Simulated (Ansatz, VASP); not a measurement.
## LiF in VASP and in Ansatz

```
CELL_PARAMETERS angstrom
0.00000 2.26075 1.59835
2.26075 0.00000 1.59835
2.26075 2.26075 0.00000
ATOMIC_POSITIONS crystal
Li 0.00000 0.00000 0.00000
F 0.50000 0.50000 0.50000
```

Alike in both runs: task single point; functional r2SCAN; k mesh 12 × 12 × 12; occupations gaussian, width 0.05 eV; no spin polarisation.

|  | VASP | Ansatz |
| --- | --- | --- |
| version | VASP 6.6.1 | Ansatz 0.2.0 |
| potentials or method | VASP PAW PBE potentials, release 64 (Li_sv, F), cutoff 520 eV | scalar-relativistic, plane waves, PAW |
| valence electrons in the cell | 10 | 10 |

```tsv
	VASP	Ansatz	Ansatz less VASP
gap on the k mesh at the Fermi level (eV)	9.43	9.35	-0.073
least direct gap on the mesh (eV)	9.43	9.35	-0.073
```

VASP's potentials were made for PBE, not for r2SCAN.

Noted on VASP's run: the cutoff is short for stress, so the pressure is rough.
